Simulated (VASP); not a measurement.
# Sc (P6_3/mmc) in VASP: a series of runs

Sc is run at these levels: LDA; tasks: single point.

Everything below comes from runs of VASP 6.6.1. Logs are shortened: lines on timing, memory, paths and dates and some standing lists are left out, and cuts for length are marked.

### Step 1. The cell of the first run

Symmetry: P6_3/mmc, No. 194, hexagonal system. The conventional cell has a = 3.331 Å, b = 3.331 Å, c = 5.308 Å, α = 90.00°, β = 90.00°, γ = 120.00°. Within 4.3 Å of Sc (site symmetry -6m2) lie 12 Sc at 3.28 to 3.33 Å.

### Step 2. Single point, LDA

INCAR reads:

```
  ALGO = Fast
  EDIFF = 1E-6
  ENCUT = 520
  GGA = CA
  ISIF = 2
  ISMEAR = 0
  LASPH = T
  LCHARG = T
  LELF = T
  LREAL = F
  LVHAR = T
  LWAVE = F
  NBANDS = 18
  NELM = 100
  PREC = Accurate
  SIGMA = 0.05
```

KPOINTS reads:

```
k-points
0
Gamma
  9 9 5
```

POSCAR reads:

```
Sc
1.0
    3.3309145459      0.0000000000      0.0000000000
   -1.6654572730      2.8846566146      0.0000000000
    0.0000000000      0.0000000000      5.3082235343
Sc
2
Direct
    0.6666666667      0.3333333333      0.7500000000
    0.3333333333      0.6666666667      0.2500000000
```

Potentials or basis: VASP PAW LDA potentials, release 64 (Sc_sv).

Launch:

```bash
$ cat potpaw_LDA.64/Sc_sv/POTCAR > POTCAR
$ mpirun -np 1 vasp_std > vasp.out
```

OUTCAR:

```text
EDIFF = 1E-6
   ENCUT = 520
   GGA = CA
   ISIF = 2
   ISMEAR = 0
   LASPH = T
   LREAL = F
   NELM = 100
   PREC = Accurate

 ion  position               nearest neighbor table
   1  0.667  0.333  0.750-   2 3.28   2 3.28   2 3.28   2 3.28   2 3.28   2 3.28
   2  0.333  0.667  0.250-   1 3.28   1 3.28   1 3.28   1 3.28   1 3.28   1 3.28

  LATTYP: Found a hexagonal cell.
 ALAT       =     3.3309145459
 C/A-ratio  =     1.5936234512

  Lattice vectors:

 A1 = (   3.3309145459,   0.0000000000,   0.0000000000)
 A2 = (  -1.6654572730,   2.8846566146,   0.0000000000)
 A3 = (   0.0000000000,   0.0000000000,   5.3082235343)

Analysis of symmetry for initial positions (statically):
=====================================================================
 Subroutine PRICEL returns:
 Original cell was already a primitive cell.

 Routine SETGRP: Setting up the symmetry group for a
 hexagonal supercell.

 Subroutine GETGRP returns: Found 24 space group operations
 (whereof 12 operations were pure point group operations)
 out of a pool of 24 trial point group operations.

The static configuration has the point symmetry D_3d.
 The point group associated with its full space group is D_6h.

Analysis of symmetry for dynamics (positions and initial velocities):
=====================================================================
 Subroutine PRICEL returns:
 Original cell was already a primitive cell.

 Routine SETGRP: Setting up the symmetry group for a
 hexagonal supercell.

 Subroutine GETGRP returns: Found 24 space group operations
 (whereof 12 operations were pure point group operations)
 out of a pool of 24 trial point group operations.

The dynamic configuration has the point symmetry D_3d.
 The point group associated with its full space group is D_6h.

 Subroutine INISYM returns: Found 24 space group operations
 (whereof 12 operations are pure point group operations),
 and found     1 'primitive' translations

----------------------------------------------------------------------------------------

                                     Primitive cell

  volume of cell :      51.0043

  direct lattice vectors                    reciprocal lattice vectors
     3.330914546  0.000000000  0.000000000     0.300217849  0.173330856  0.000000000
    -1.665457273  2.884656615  0.000000000     0.000000000  0.346661712  0.000000000
     0.000000000  0.000000000  5.308223534     0.000000000  0.000000000  0.188386942

  length of vectors
     3.330914546  3.330914546  5.308223534     0.346661712  0.346661712  0.188386942

  position of ions in fractional coordinates (direct lattice)
     0.666666667  0.333333333  0.750000000
     0.333333333  0.666666667  0.250000000

  ion indices of the primitive-cell ions
   primitive index   ion index
                 1           1
                 2           2

----------------------------------------------------------------------------------------

 KPOINTS: k-points

Automatic generation of k-mesh.
 Grid dimensions read from file:
 generate k-points for:    9    9    5

 Generating k-lattice:

  Cartesian coordinates                     Fractional coordinates (reciprocal lattice)
     0.033357539  0.019258984  0.000000000     0.111111111 -0.000000000  0.000000000
     0.000000000  0.038517968  0.000000000     0.000000000  0.111111111  0.000000000
     0.000000000  0.000000000  0.037677388     0.000000000  0.000000000  0.200000000

  Length of vectors
     0.038517968  0.038517968  0.037677388

  Shift w.r.t. Gamma in fractional coordinates (k-lattice)
     0.000000000  0.000000000  0.000000000

 Subroutine IBZKPT returns following result:
 ===========================================

 Found     36 irreducible k-points:

 Following reciprocal coordinates:
            Coordinates               Weight
  0.000000  0.000000  0.000000      1.000000
  0.111111 -0.000000  0.000000      6.000000
  0.222222 -0.000000  0.000000      6.000000
  0.333333 -0.000000  0.000000      6.000000
  0.444444 -0.000000  0.000000      6.000000
  0.111111  0.111111  0.000000      6.000000
[... 16 lines left out ...]
  0.333333  0.222222  0.200000     24.000000
  0.333333  0.333333  0.200000      4.000000
 [... further k-points ...]
   k-points           NKPTS =     36   k-points in BZ     NKDIM =     36   number of bands    NBANDS=     18
   number of dos      NEDOS =    301   number of ions     NIONS =      2
   total plane-waves  NPLWV =  31360
   dimension x,y,z NGX =    28 NGY =   28 NGZ =   40
   dimension x,y,z NGXF=    56 NGYF=   56 NGZF=   80
   ions per type =               2
   NGX,Y,Z   is equivalent  to a cutoff of  13.97, 13.97, 12.53 a.u.
   NGXF,Y,Z  is equivalent  to a cutoff of  27.95, 27.95, 25.05 a.u.
 SYSTEM =  unknown system
   PREC   = accura    normal or accurate (medium, high low for compatibility)
   ISTART =      0    job   : 0-new  1-cont  2-samecut
   ICHARG =      2    charge: 1-file 2-atom 10-const
   ISPIN  =      1    spin polarized calculation?
   LNONCOLLINEAR =      F non collinear calculations
   LSORBIT =      F    spin-orbit coupling
   LASPH  =      T    aspherical Exc in radial PAW
   ENCUT  =  520.0 eV  38.22 Ry    6.18 a.u.   6.19  6.19  9.87*2*pi/ulx,y,z
   NELM   =    100;   NELMIN=  2; NELMDL= -5     # of ELM steps
   EDIFF  = 0.1E-05   stopping-criterion for ELM
   LREAL  =      F    real-space projection
   EDIFFG = 0.1E-04   stopping-criterion for IOM
   NSW    =      0    number of steps for IOM
   IBRION =     -1    ionic relax: 0-MD 1-quasi-New 2-CG
   NFREE  =      0    steps in history (QN), initial steepest desc. (CG)
   ISIF   =      2    stress and relaxation
   ISYM   =      2    0-nonsym 1-usesym 2-fastsym
   POTIM  = 0.5000    time-step for ionic-motion
   TEBEG  =    0.0;   TEEND  =   0.0 temperature during run
   PSTRESS=    0.0 pullay stress
   NELECT =      22.0000    total number of electrons
   NUPDOWN=      -1.0000    fix difference up-down
   EMIN   =  10.00;   EMAX   =-10.00  energy-range for DOS
   EFERMI =   0.00;   METHOD = LEGACY
   ISMEAR =     0;   SIGMA  =   0.05  broadening in eV -4-tet -1-fermi 0-gaus
   EFERMI_NEDOS =   21; number of points for ismear=-14 and -15
   IALGO  =     68    algorithm
   IMIX   =      4    mixing-type and parameters
     AMIX     =   0.40;   BMIX     =  1.00
     AMIX_MAG =   1.60;   BMIX_MAG =  1.00
  volume/ion in A,a.u.               =      25.50       172.10
  Fermi-wavevector in a.u.,A,eV,Ry     =   1.236935  2.337468 20.817016  1.530008
  Thomas-Fermi vector in A             =   2.371523
   LORBIT       =      0    0 simple, 1 ext, 2 COOP (PROOUT), +10 PAW based schemes
   GGA     = CA    functional components
   LHFCALC =     F    Hartree Fock is set to
   AEXX    =    0.0000 exact exchange contribution
   IVDW    =     0    specifies the selected vdW correction
   LEPSILON=     F    determine dielectric tensor
   LRPA    =     F    only Hartree local field effects (RPA)
 non-spin polarized calculation
 RMM-DIIS sequential band-by-band and
 Gauss-broadening in eV      SIGMA  =   0.05
  energy-cutoff  :      520.00
  volume of cell :       51.00
 maximum number of plane-waves:      1387
 NGX is ok and might be reduce to    28
   NGX = 13   NGY = 13   NGZ = 19

 number of electron      22.0000004 magnetization

 Free energy of the ion-electron system (eV)
  ---------------------------------------------------
  ext. energy  EPLUGINS =         0.00000000
  ---------------------------------------------------
  free energy    TOTEN  =       -13.32147587 eV

  energy without entropy =      -13.31421119  energy(sigma->0) =      -13.31784353

 E-fermi :   3.2636     XC(G=0): -10.0047

 val. band max:        3.2624803578   @ k =   0.4444   0.1111   0.4000
 cond. band min:       3.2735054262   @ k =   0.1111   0.1111   0.2000
 fundamental gap:      0.0110250684
 Fermi energy:         3.2636099259

 k-point     1 :       0.0000    0.0000    0.0000
  band No.  band energies     occupation
      1     -45.6414      2.00000
      2     -45.5817      2.00000
      3     -24.7796      2.00000
      4     -24.4690      2.00000
      5     -24.4690      2.00000
      6     -24.4139      2.00000
[... 10 lines left out ...]
     17       5.5143      0.00000
     18       5.5147      0.00000

 k-point     2 :       0.1111   -0.0000    0.0000
  band No.  band energies     occupation
      1     -45.6360      2.00000
      2     -45.5795      2.00000
      3     -24.7651      2.00000
      4     -24.4988      2.00000
      5     -24.4788      2.00000
      6     -24.4449      2.00000
[... 10 lines left out ...]
     17       5.3340      0.00000
     18       5.3668      0.00000

 k-point     3 :       0.2222   -0.0000    0.0000
  band No.  band energies     occupation
      1     -45.6219      2.00000
      2     -45.5744      2.00000
      3     -24.7252      2.00000
      4     -24.5750      2.00000
      5     -24.5212      2.00000
      6     -24.5027      2.00000
[... 10 lines left out ...]
     17       5.5868      0.00000
     18       5.7981      0.00000

 k-point     4 :       0.3333   -0.0000    0.0000
  band No.  band energies     occupation
      1     -45.6044      2.00000
      2     -45.5701      2.00000
      3     -24.6709      2.00000
      4     -24.6627      2.00000
      5     -24.6046      2.00000
      6     -24.5288      2.00000
[... 375 lines left out ...]
      4     -24.6632      2.00000
      5     -24.5742      2.00000
      6     -24.5608      2.00000
[... 10 lines left out ...]
     17       6.5201      0.00000
     18       6.8551      0.00000

 k-point    23 :       0.3333    0.2222    0.2000
  band No.  band energies     occupation
      1     -45.5824      2.00000
      2     -45.5715      2.00000
      3     -24.7036      2.00000
      4     -24.6700      2.00000
      5     -24.6100      2.00000
      6     -24.5488      2.00000
[... 10 lines left out ...]
     17       6.5453      0.00000
     18       6.9781      0.00000

 k-point    24 :       0.3333    0.3333    0.2000
  band No.  band energies     occupation
      1     -45.5750      2.00000
      2     -45.5750      2.00000
      3     -24.6668      2.00000
      4     -24.6596      2.00000
      5     -24.6596      2.00000
      6     -24.5694      2.00000
[... 10 lines left out ...]
     17       6.6764      0.00000
     18       6.6814      0.00000

 [... further k-points ...]
[... 5 lines left out ...]
  --------------------------------------------------------------------------------------
  -------------------------------------------------------------------------------------
  Total       -1.7654425     -1.7654425     -2.2898717      0.0000000      0.0000000      0.0000000
  in kB      -55.4571246    -55.4571246    -71.9308027      0.0000000      0.0000000      0.0000000
  external PRESSURE =     -60.9483507 kB  Pullay stress =       0.0000000 kB

 VOLUME and BASIS-vectors are now :
 -----------------------------------------------------------------------------
  energy-cutoff  :      520.00
  volume of cell :       51.00
      direct lattice vectors                 reciprocal lattice vectors
     3.330914546  0.000000000  0.000000000     0.300217849  0.173330856  0.000000000
    -1.665457273  2.884656615  0.000000000     0.000000000  0.346661712  0.000000000
     0.000000000  0.000000000  5.308223534     0.000000000  0.000000000  0.188386942

 POSITION                                       TOTAL-FORCE (eV/Angst)
 -----------------------------------------------------------------------------------
      1.66546      0.96155      3.98117        -0.000000     -0.000000      0.000000
     -0.00000      1.92310      1.32706         0.000000      0.000000      0.000000
 -----------------------------------------------------------------------------------
    total drift:                               -0.000000      0.000000     -0.000000

  FREE ENERGIE OF THE ION-ELECTRON SYSTEM (eV)
  ---------------------------------------------------
  free  energy   TOTEN  =       -13.3214758674 eV

  energy  without entropy=      -13.3142111946  energy(sigma->0) =      -13.31784353
```

It took 58 s on 1 thread of Intel Xeon Platinum 8259CL at 2.50GHz (Skylake/Cascade Lake), shared host; peak memory 0.16 GiB.

Results:

- Free energy: -13.3215 eV
- Pressure: -6.1 GPa
- Band gap on the k mesh: zero (band 11 reaches 3.91 eV, above the bottom of band 12 at 2.82 eV)

Stress tensor (GPa, compression positive):
```
-5.55  0.00  0.00
 0.00 -5.55  0.00
 0.00  0.00 -7.19
```

Levels at points of the mesh, in eV from the Fermi level:
```
           k point  band 8  band 9  band 10  band 11  band 12  band 13  band 14  band 15
(0.00, 0.00, 0.00)  -27.66   -5.02    -1.65     0.48     1.51     1.51     1.62     1.90
```

### Step 3. Single point, LDA

This run uses another cell than the first one, of 26.00 Å³/atom, 1.020 times its volume.

INCAR reads:

```
SYSTEM = Sc
  PREC = Accurate
  ENCUT = 520
  EDIFF = 1E-6
  ISMEAR = 0
  SIGMA = 0.05
  LREAL = .FALSE.
  LASPH = .TRUE.
  NELM = 60
  ALGO = Normal
  ISIF = 2
  LWAVE = .FALSE.
  LCHARG = .FALSE.
  NBANDS = 18
```

KPOINTS reads:

```
regular mesh
0
G
  9 9 5
  0 0 0
```

POSCAR reads:

```
Sc
1.0
    3.3525444672      0.0000000000      0.0000000000
   -1.6762722336      2.9033886759      0.0000000000
    0.0000000000      0.0000000000      5.3426934842
Sc
2
Direct
    0.6666666667      0.3333333333      0.7500000000
    0.3333333333      0.6666666667      0.2500000000
```

Potentials or basis: VASP PAW LDA potentials, release 64 (Sc_sv).

Launch:

```bash
$ cat potpaw_LDA.64/Sc_sv/POTCAR > POTCAR
$ mpirun -np 1 vasp_std > vasp.out
```

Wall time 36 s (1 thread of Intel Xeon Platinum 8259CL at 2.50GHz (Skylake/Cascade Lake), shared host); peak memory 0.16 GiB.

It converged, with:

| Item | Value |
| --- | --- |
| Free energy | -13.2813 eV |
| Pressure | -6.9 GPa |
| Band gap on the k mesh | zero (band 11 reaches 3.79 eV, above the bottom of band 12 at 2.74 eV) |

Stress tensor (GPa, compression positive):
```
-6.36  0.00  0.00
 0.00 -6.36  0.00
 0.00  0.00 -7.91
```

Levels at points of the mesh, in eV from the Fermi level:
```csv
k point,band 8,band 9,band 10,band 11,band 12,band 13,band 14,band 15
"(0.00, 0.00, 0.00)",-27.72,-4.98,-1.62,0.45,1.48,1.48,1.59,1.86
```

### Step 4. Single point, LDA

This run uses another cell than the first one, of 26.50 Å³/atom, 1.039 times its volume.

INCAR reads:

```
SYSTEM = Sc
  PREC = Accurate
  ENCUT = 520
  EDIFF = 1E-6
  ISMEAR = 0
  SIGMA = 0.05
  LREAL = .False.
  LASPH = .True.
  NELM = 100
  ALGO = Normal
  ISIF = 2
  LWAVE = .False.
  LCHARG = .True.
  LELF = .True.
  LVHAR = .True.
  NBANDS = 18
```

KPOINTS reads:

```
Automatic mesh
0
Gamma
  9 9 5
  0 0 0
```

POSCAR reads:

```
Sc
1.0
    3.3738988294      0.0000000000      0.0000000000
   -1.6869494147      2.9218820960      0.0000000000
    0.0000000000      0.0000000000      5.3767242965
Sc
2
Direct
    0.6666666667      0.3333333333      0.7500000000
    0.3333333333      0.6666666667      0.2500000000
```

Launch:

```bash
$ cat potpaw_LDA.64/Sc_sv/POTCAR > POTCAR
$ mpirun -np 1 vasp_std > vasp.out
```

It took 37 s on 1 thread of Intel Xeon Platinum 8259CL at 2.50GHz (Skylake/Cascade Lake), shared host; peak memory 0.16 GiB.

Results (log left out):

| Property | Result |
| --- | --- |
| Free energy | -13.2367 eV |
| Pressure | -7.5 GPa |
| Band gap on the k mesh | zero (band 11 reaches 3.67 eV, above the bottom of band 12 at 2.66 eV) |

Stress tensor (GPa, compression positive):
```
-7.06  0.00  0.00
 0.00 -7.06  0.00
 0.00  0.00 -8.52
```

Levels at points of the mesh, in eV from the Fermi level:
```csv
k point,band 7,band 8,band 9,band 10,band 11,band 12,band 13,band 14,band 15,band 16
"(0.00, 0.00, 0.00)",-27.79,-27.78,-4.94,-1.60,0.42,1.46,1.46,1.56,1.83,1.83
```

### Step 5. The runs side by side

| cell | gap on the mesh (eV) | pressure (GPa) |
| --- | --- | --- |
| a = 3.331, b = 3.331, c = 5.308 Å, angles 90.0, 90.0, 120.0°, 2 atoms | none | -6.1 |
| a = 3.353, b = 3.353, c = 5.343 Å, angles 90.0, 90.0, 120.0°, 2 atoms | none | -6.9 |
| a = 3.374, b = 3.374, c = 5.377 Å, angles 90.0, 90.0, 120.0°, 2 atoms | none | -7.5 |

Alike in all rows: task single point; level LDA; potentials or basis VASP PAW LDA potentials, release 64 (Sc_sv); no spin polarisation; k mesh 9 × 9 × 5; cutoff (eV) 520; smearing gaussian 0.05 eV.

Total energies depend on the potentials used, so only differences within one code and one set of settings carry meaning.
